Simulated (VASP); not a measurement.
A run of VASP 6.6.1 is set up as follows.

Contents of INCAR:

```
SYSTEM = ReS
ALGO     = Normal         ! electronic algorithm
EDIFF    = 1E-6           ! SCF threshold, eV
ENCUT    = 520            ! plane-wave cutoff, eV
GGA      = PE             ! functional
ISIF     = 2              ! what is computed and relaxed
ISMEAR   = 0              ! smearing method
ISPIN    = 2              ! spin polarisation
LASPH    = .True.         ! aspherical terms in the spheres
LCHARG   = .False.        ! write CHGCAR
LMAXMIX  = 4              ! l up to which the mixer works
LORBIT   = 11             ! projections on sites
LREAL    = .False.        ! projectors in reciprocal space
LWAVE    = .False.        ! write WAVECAR
MAGMOM   = 3.5 0          ! initial moments
NBANDS   = 18             ! bands
NELM     = 150            ! most SCF steps
PREC     = Accurate       ! precision mode
SIGMA    = 0.1            ! smearing width, eV
```

Contents of KPOINTS:

```
k-points
0
Gamma
  14 14 14
  0 0 0
```

File POSCAR:

```
ReS
1.0
    0.0000000000      2.3942221231      2.3942221231
    2.3942221231      0.0000000000      2.3942221231
    2.3942221231      2.3942221231      0.0000000000
Re S
1 1
Direct
    0.0000000000      0.0000000000      0.0000000000
    0.5000000000      0.5000000000      0.5000000000
```

Potentials or basis: VASP PAW PBE potentials, release 64 (Re, S).

Run with:

```bash
$ cat potpaw_PBE.64/Re/POTCAR potpaw_PBE.64/S/POTCAR > POTCAR
$ mpirun -np 1 vasp_std > vasp.out
```

Problem. Predict the pressure.

Solution. 22.3 GPa.

Problem. What does it give for the net moment?

Solution. 0.01 μB per cell.
